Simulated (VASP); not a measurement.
ZnSe:

```
Se Zn
1.0
     0.00000    2.83380    2.83380
     2.83380    0.00000    2.83380
     2.83380    2.83380    0.00000
Se Zn
1 1
Cartesian
  4.2507 4.2507 4.2507
  0.0000 0.0000 0.0000
```

Base run:

- Program: VASP 6.6.1
- Functional: PBE
- Potentials or basis: VASP PAW PBE potentials, release 64 (Se, Zn)
- Cutoff: 520 eV
- k mesh: 6 × 6 × 6
- Occupations: fermi-dirac, width 0.05 eV
- Spin: no spin polarisation

Its results: band gap on the k mesh 1.29 eV; pressure 2.4 GPa.

Task: The run is repeated on the same cell with these changes: functional from PBE to PBEsol-based screened hybrid with 25 % exact exchange; k mesh from 6 × 6 × 6 to 4 × 4 × 4. What comes out?

Result: Band gap on the k mesh 2.29 eV; pressure -0.9 GPa.

Several settings changed at once.

Caveats: some runs use coarse meshes; the PAW data sets were made with another functional, which shifts forces and pressure a little (at least some runs).

